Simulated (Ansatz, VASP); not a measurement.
# One calculation of ZrB, two programs

```
CELL_PARAMETERS angstrom
0.00000 2.50805 2.50805
2.50805 0.00000 2.50805
2.50805 2.50805 0.00000
ATOMIC_POSITIONS crystal
Zr 0.50000 0.50000 0.50000
B 0.00000 0.00000 0.00000
```

Alike in both runs: task single point; functional PBE; k mesh 12 × 12 × 12; occupations gaussian, width 0.05 eV; no spin polarisation.

|  | VASP | Ansatz |
| --- | --- | --- |
| version | VASP 6.6.1 | Ansatz 0.2.0 |
| potentials or method | VASP PAW PBE potentials, release 64 (Zr_sv, B), cutoff 520 eV | scalar-relativistic, plane waves, PAW |
| valence electrons in the cell | 15 | 15 |

```csv
,VASP,Ansatz,Ansatz less VASP
gap on the k mesh at the Fermi level (eV),none,none,-
pressure (GPa),-9.4,-9.5,-0.08
```

A gap of «none» marks a metal or a gap that the smearing closes. With one functional, cell and mesh, what is left measures potentials, basis and numerics.
